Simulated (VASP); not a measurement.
# TmB3Au: relaxation of shape and atoms at fixed volume with PBE

Crystal: TmB3Au.

```xyz
10
Lattice="4.9255 0.0000 0.0000 -2.4628 4.2656 0.0000 0.0000 0.0000 5.2379" Properties=species:S:1:pos:R:3 pbc="T T T"
Tm    0.0000    2.8437    3.9284
Tm    2.4628    1.4219    1.3095
B    -0.8167    3.3153    1.3095
B     1.6460    0.9503    3.9284
B     0.0000    1.9007    1.3095
B     3.2795    0.9503    3.9284
B     0.8167    3.3153    1.3095
B     2.4628    2.3650    3.9284
Au    0.0000    0.0000    0.0000
Au    0.0000    0.0000    2.6189
```

| Item | Value |
| --- | --- |
| Program | VASP 6.6.1 |
| Task | relaxation of shape and atoms at fixed volume |
| Functional | PBE |
| Potentials or basis | VASP PAW PBE potentials, release 64 (Tm_3, B, Au), 4f in core |
| Cutoff | 500 eV |
| k mesh | 6 × 6 × 6 |
| Occupations | gaussian, width 0.1 eV |
| Spin | no spin polarisation |
| Dipole correction | no |
| Further INCAR settings | ALGO = Normal; EDIFF = 1e-07; IBRION = 2; EDIFFG = -0.01; NSW = 50; ISIF = 4 |

```json
{
 "Energy gained by relaxing": "0.6 meV/atom",
 "Ionic steps": "4",
 "Pressure after relaxing": "19.2 GPa",
 "Band gap on the k mesh": "zero (bands 29 and 30 overlap by 2.53 eV)"
}
```

Forces in eV/Å, atoms in the order of the input:
```
Tm   0.000  0.000  0.000
Tm   0.000  0.000  0.000
B    0.002 -0.001  0.000
B    0.002  0.001  0.000
B    0.000  0.002  0.000
B   -0.002  0.001  0.000
B   -0.002 -0.001  0.000
B    0.000 -0.002  0.000
Au   0.000  0.000  0.000
Au   0.000  0.000  0.000
```

The path:
| step | energy change (eV) | largest force (eV/Å) | pressure (GPa) | volume (Å³) |
| --- | --- | --- | --- | --- |
| 1 | 0.0000 | 0.2385 | 19.64 | 110.05 |
| 2 | 0.0054 | 0.4074 | 18.72 | 110.05 |
| 3 | -0.0059 | 0.0399 | 19.24 | 110.05 |
| 4 | -0.0064 | 0.0024 | 19.24 | 110.05 |

Final structure:
```xyz
10
Lattice="4.9355 0.0000 0.0000 -2.4678 4.2743 0.0000 0.0000 0.0000 5.2167" Properties=species:S:1:pos:R:3 pbc="T T T"
Tm    0.0000    2.8495    3.9125
Tm    2.4678    1.4248    1.3042
B    -0.8214    3.3238    1.3042
B     1.6463    0.9505    3.9125
B     0.0000    1.9010    1.3042
B     3.2892    0.9505    3.9125
B     0.8214    3.3238    1.3042
B     2.4678    2.3733    3.9125
Au    0.0000    0.0000    0.0000
Au    0.0000    0.0000    2.6083
```

Levels at points of the mesh, in eV from the Fermi level:
| k point | band 25 | band 26 | band 27 | band 28 | band 29 | band 30 | band 31 | band 32 | band 33 | band 34 |
| --- | --- | --- | --- | --- | --- | --- | --- | --- | --- | --- |
| (0.00, 0.00, 0.00) | -1.67 | -1.22 | -1.22 | -1.06 | 0.08 | 0.08 | 1.25 | 1.25 | 3.56 | 3.56 |
| (0.50, 0.00, 0.00) | -2.23 | -2.22 | -2.04 | -1.26 | -1.14 | 0.73 | 2.32 | 3.37 | 3.65 | 4.14 |
| (0.00, 0.00, 0.50) | -2.47 | -2.47 | -0.63 | -0.63 | -0.63 | -0.63 | 3.77 | 3.77 | 3.77 | 3.77 |
| (0.50, 0.00, 0.50) | -2.49 | -2.49 | -0.77 | -0.77 | 0.36 | 0.36 | 2.72 | 2.72 | 3.77 | 3.77 |

Wall time 4 min on 1 thread of Intel(R) Xeon(R) Platinum 8488C (Sapphire Rapids) (shared host), peak memory 0.28 GiB.

Caveat: spin-orbit coupling is left out, which moves the levels of the heavy elements; the 4f electrons are frozen in the core, so they carry no moment and show no levels. Spin polarisation is off, so any magnetic state and its effect on volume and gap are missing.
